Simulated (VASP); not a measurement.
Write the native input for VASP 6.6.1 that does the following.

* Task: single point
* Functional: PBE
* Potentials or basis: VASP PAW PBE potentials, release 64 (Na_pv, Cl)
* Cutoff: 520 eV
* k mesh: 6 × 6 × 6
* Occupations: gaussian, width 0.01 eV
* Spin: no spin polarisation
* Dipole correction: no
* Further INCAR settings: ALGO = Normal; EDIFF = 1e-06; NBANDS = 14

The structure of NaCl lies in POSCAR:

```
NaCl
1.0
    3.5064773944      0.0000000000      0.0000000000
    0.0000000000      3.5064773944      0.0000000000
    0.0000000000      0.0000000000      3.5064773944
Na Cl
1 1
Direct
    0.0000000000      0.0000000000      0.0000000000
    0.5000000000      0.5000000000      0.5000000000
```

These files were run (other wordings do the same):

INCAR

```
  ALGO = Normal
  EDIFF = 1E-6
  ENCUT = 520
  GGA = PE
  ISIF = 2
  ISMEAR = 0
  LASPH = True
  LCHARG = False
  LREAL = False
  LWAVE = False
  NBANDS = 14
  NELM = 100
  PREC = Accurate
  SIGMA = 0.01
```

KPOINTS

```
k-points
0
Gamma
  6 6 6
```

Potentials or basis: VASP PAW PBE potentials, release 64 (Na_pv, Cl).

Command:

```console
$ cat potpaw_PBE.64/Na_pv/POTCAR potpaw_PBE.64/Cl/POTCAR > POTCAR
$ mpirun -np 1 vasp_std > vasp.out
```

It gave:

- Pressure: 0.0 GPa
- Band gap on the k mesh: 3.97 eV, indirect (least direct gap 4.45 eV)

It took 4.2 s on 1 thread of Intel(R) Xeon(R) 6975P-C (Granite Rapids) (shared host), peak memory 0.14 GiB.
